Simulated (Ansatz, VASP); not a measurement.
## Two plane-wave programs on Al5Cu

```xyz
6
Lattice="2.8396 0.0000 0.0000 -1.4198 2.4591 0.0000 0.0000 0.0000 13.6163" Properties=species:S:1:pos:R:3 pbc="T T T"
Al    0.0000    1.6394   11.2202
Al    0.0000    1.6394    2.3962
Al    1.4198    0.8197    0.0000
Al    1.4198    0.8197    4.7473
Al    1.4198    0.8197    8.8690
Cu    0.0000    1.6394    6.8082
```

Alike in both runs: functional PBE; k mesh 6 × 6 × 2; occupations gaussian, width 0.1 eV; no spin polarisation.

Ansatz relaxed the structure, and its values are those at the end. VASP's run is a single point on that final structure, the one shown.

|  | VASP | Ansatz |
| --- | --- | --- |
| version | VASP 6.6.1 | Ansatz 0.2.0 |
| potentials or method | VASP PAW PBE potentials, release 64 (Al, Cu), cutoff 520 eV | scalar-relativistic, plane waves, PAW |
| valence electrons in the cell | 26 | 34 |

VASP gave:

```
gap on the k mesh at the Fermi level (eV) : none
pressure (GPa)                            : 0.0
rms of the force components (eV/Å)        : 0.004
```

Problem. Estimate Ansatz's values.

Solution. gap on the k mesh at the Fermi level (eV): none; pressure (GPa): -0.2; rms of the force components (eV/Å): 0.003.

A gap of «none» marks a metal or a gap that the smearing closes. VASP's potentials hold 26 valence electrons a cell and Ansatz's 34, so a difference there can come from the potentials and not from the codes.

The k mesh is coarse, so the values compare programs but aren't converged.
